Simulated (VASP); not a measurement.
# CaO in VASP: a series of runs, part 2 of 2

VASP 6.6.1.

### Step 6. Single point, PBE (strain -0.030 along x and y, -0.015 along z)

File INCAR:

```
PREC     = Accurate       # precision mode
ENCUT    = 520            # plane-wave cutoff, eV
EDIFF    = 1E-7           # SCF threshold, eV
ISMEAR   = 0              # smearing method
SIGMA    = 0.05           # smearing width, eV
LREAL    = False          # projectors in reciprocal space
LASPH    = True           # aspherical terms in the spheres
NELM     = 100            # most SCF steps
ALGO     = Normal         # electronic algorithm
ISIF     = 2              # what is computed and relaxed
LWAVE    = False          # write WAVECAR
LCHARG   = False          # write CHGCAR
GGA      = PE             # functional
NBANDS   = 15             # bands
```

File KPOINTS:

```
regular mesh
0
Gamma
  8 8 8
```

File POSCAR:

```
CaO
1.0
    0.0000000000      2.3755300000      2.4122650000
    2.3755300000      0.0000000000      2.4122650000
    2.3755300000      2.3755300000      0.0000000000
Ca O
1 1
Direct
    0.0000000000      0.0000000000      0.0000000000
    0.5000000000      0.5000000000      0.5000000000
```

Potentials or basis: VASP PAW PBE potentials, release 64 (Ca_sv, O).

Started as:

```bash
> cat potpaw_PBE.64/Ca_sv/POTCAR potpaw_PBE.64/O/POTCAR > POTCAR
> mpirun -np 1 vasp_std > vasp.out
```

OUTCAR:

```text
PREC = Accurate
   ENCUT = 520
   EDIFF = 1E-7
   ISMEAR = 0
   LREAL = False
   LASPH = True
   NELM = 100
   ISIF = 2
   GGA = PE

 ion  position               nearest neighbor table
   1  0.000  0.000  0.000-   2 2.38   2 2.38   2 2.38   2 2.38   2 2.41   2 2.41
   2  0.500  0.500  0.500-   1 2.38   1 2.38   1 2.38   1 2.38   1 2.41   1 2.41

  LATTYP: Found a body centered tetragonal cell.
 ALAT       =     3.3595067438
 C/A-ratio  =     1.4360828443

  Lattice vectors:

 A1 = (  -2.3755300000,   0.0000000000,   2.4122650000)
 A2 = (   2.3755300000,   0.0000000000,   2.4122650000)
 A3 = (   0.0000000000,   2.3755300000,  -2.4122650000)

Analysis of symmetry for initial positions (statically):
=====================================================================
 Subroutine PRICEL returns:
 Original cell was already a primitive cell.

 Routine SETGRP: Setting up the symmetry group for a
 body centered tetragonal supercell.

 Subroutine GETGRP returns: Found 16 space group operations
 (whereof 16 operations were pure point group operations)
 out of a pool of 16 trial point group operations.

The static configuration has the point symmetry D_4h.

Analysis of symmetry for dynamics (positions and initial velocities):
=====================================================================
 Subroutine PRICEL returns:
 Original cell was already a primitive cell.

 Routine SETGRP: Setting up the symmetry group for a
 body centered tetragonal supercell.

 Subroutine GETGRP returns: Found 16 space group operations
 (whereof 16 operations were pure point group operations)
 out of a pool of 16 trial point group operations.

The dynamic configuration has the point symmetry D_4h.

 Subroutine INISYM returns: Found 16 space group operations
 (whereof 16 operations are pure point group operations),
 and found     1 'primitive' translations

----------------------------------------------------------------------------------------

                                     Primitive cell

[... 115 lines left out ...]
   GGA     = PE    functional components
   LHFCALC =     F    Hartree Fock is set to
   AEXX    =    0.0000 exact exchange contribution
   IVDW    =     0    specifies the selected vdW correction
   LEPSILON=     F    determine dielectric tensor
   LRPA    =     F    only Hartree local field effects (RPA)
 non-spin polarized calculation
 Gauss-broadening in eV      SIGMA  =   0.05
  energy-cutoff  :      520.00
  volume of cell :       27.23
 maximum number of plane-waves:       740
 NGX is ok and might be reduce to    28
   NGX = 13   NGY = 13   NGZ = 13

 number of electron      15.9999997 magnetization

 Free energy of the ion-electron system (eV)
  ---------------------------------------------------
  ext. energy  EPLUGINS =         0.00000000
  ---------------------------------------------------
  free energy    TOTEN  =       -12.78688167 eV

  energy without entropy =      -12.78688167  energy(sigma->0) =      -12.78688167

 E-fermi :   2.8329     XC(G=0): -10.5700

 val. band max:        2.4742952269   @ k =   0.0000   0.0000   0.0000
 cond. band min:       6.0751743857   @ k =   0.5000   0.0000   0.5000
 fundamental gap:      3.6008791588
 Fermi energy:         2.8328558147

 k-point     1 :       0.0000    0.0000    0.0000
  band No.  band energies     occupation
      1     -35.0956      2.00000
      2     -15.8526      2.00000
      3     -15.8413      2.00000
      4     -15.8413      2.00000
      5     -13.1098      2.00000
      6       2.4347      2.00000
      7       2.4743      2.00000
      8       2.4743      2.00000
      9       7.3242      0.00000
     10       8.6645      0.00000
     11       8.7709      0.00000
     12       8.7709      0.00000
     13      10.2123      0.00000
     14      10.3436      0.00000
[... 401 lines left out ...]
      2     -16.7615      2.00000
      3     -15.9427      2.00000
      4     -15.9239      2.00000
      5     -12.1543      2.00000
      6       0.3803      2.00000
      7       1.4498      2.00000
      8       1.6496      2.00000
      9       8.4033      0.00000
     10      10.1124      0.00000
     11      10.7432      0.00000
     12      10.7877      0.00000
     13      11.8788      0.00000
     14      12.9376      0.00000
     15      17.9902      0.00000

 [... further k-points ...]
[... 5 lines left out ...]
  --------------------------------------------------------------------------------------
  -------------------------------------------------------------------------------------
  Total        0.9442930      0.9442930      0.4800926      0.0000000      0.0000000      0.0000000
  in kB       55.5701187     55.5701187     28.2526742      0.0000000      0.0000000      0.0000000
  external PRESSURE =      46.4643039 kB  Pullay stress =       0.0000000 kB

 VOLUME and BASIS-vectors are now :
 -----------------------------------------------------------------------------
  energy-cutoff  :      520.00
  volume of cell :       27.23
      direct lattice vectors                 reciprocal lattice vectors
     0.000000000  2.375530000  2.412265000    -0.210479346  0.210479346  0.207274076
     2.375530000  0.000000000  2.412265000     0.210479346 -0.210479346  0.207274076
     2.375530000  2.375530000  0.000000000     0.210479346  0.210479346 -0.207274076

 POSITION                                       TOTAL-FORCE (eV/Angst)
 -----------------------------------------------------------------------------------
      0.00000      0.00000      0.00000        -0.000000      0.000000      0.000000
      2.37553      2.37553      2.41227         0.000000     -0.000000      0.000000
 -----------------------------------------------------------------------------------
    total drift:                                0.000000      0.000000      0.000000

  FREE ENERGIE OF THE ION-ELECTRON SYSTEM (eV)
  ---------------------------------------------------
  free  energy   TOTEN  =       -12.7868816739 eV

  energy  without entropy=      -12.7868816739  energy(sigma->0) =      -12.78688167
```

stdout:

```text
POSCAR found type information on POSCAR CaO
 POSCAR found :  2 types and       2 ions
 scaLAPACK will be used
 LDA part: xc-table for (Slater+PW92), standard interpolation
 POSCAR, INCAR and KPOINTS ok, starting setup
 FFT: planning ... GRIDC
 FFT: planning ... GRID_SOFT
 FFT: planning ... GRID
 WAVECAR not read
 entering main loop
```

It took 35 s on 1 thread of AMD EPYC 7R43 (Zen 3), shared host; peak memory 0.14 GiB.

What came out:

```yaml
Free_energy: -12.7869 eV
Pressure: 4.6 GPa
Band_gap_on_the_k_mesh: 3.60 eV, indirect (least direct gap 3.98 eV)
```

Levels at points of the mesh, in eV from the valence-band top:
| k point | band 5 | band 6 | band 7 | band 8 | band 9 | band 10 | band 11 | band 12 |
| --- | --- | --- | --- | --- | --- | --- | --- | --- |
| (0.00, 0.00, 0.00) | -15.58 | -0.04 | 0.00 | 0.00 | 4.85 | 6.19 | 6.30 | 6.30 |
| (0.50, 0.00, 0.00) | -14.30 | -2.70 | -1.26 | -1.26 | 7.13 | 8.44 | 8.46 | 8.64 |
| (0.50, 0.50, 0.00) | -15.35 | -1.36 | -0.36 | -0.36 | 3.65 | 8.16 | 8.99 | 9.65 |
| (0.50, 0.00, 0.50) | -15.35 | -1.27 | -0.41 | -0.38 | 3.60 | 8.17 | 9.00 | 9.60 |

Caveat: the cell differs from its parent crystal (strain -0.030 along x and y, -0.015 along z). A k mesh can miss the band edges.

### Step 7. The runs side by side

```tsv
cell	gap on the mesh (eV)	pressure (GPa)
a = 3.360 Å, angles 60.0°, 2 atoms	3.62	6.5
a = 3.411 Å, angles 60.0°, 2 atoms	3.64	1.0
a = 3.567 Å, angles 60.0°, 2 atoms	3.63	-10.0
a = 3.515 Å, angles 60.0°, 2 atoms	3.64	-7.2
a = 3.386, b = 3.386, c = 3.360 Å, angles 60.3, 60.3, 59.5°, 2 atoms	3.60	4.6
```

Alike in all rows: task single point; level PBE; potentials or basis VASP PAW PBE potentials, release 64 (Ca_sv, O); no spin polarisation; k mesh 8 × 8 × 8; cutoff (eV) 520; smearing gaussian 0.05 eV.

Total energies depend on the potentials used, so only differences within one code and one set of settings carry meaning.
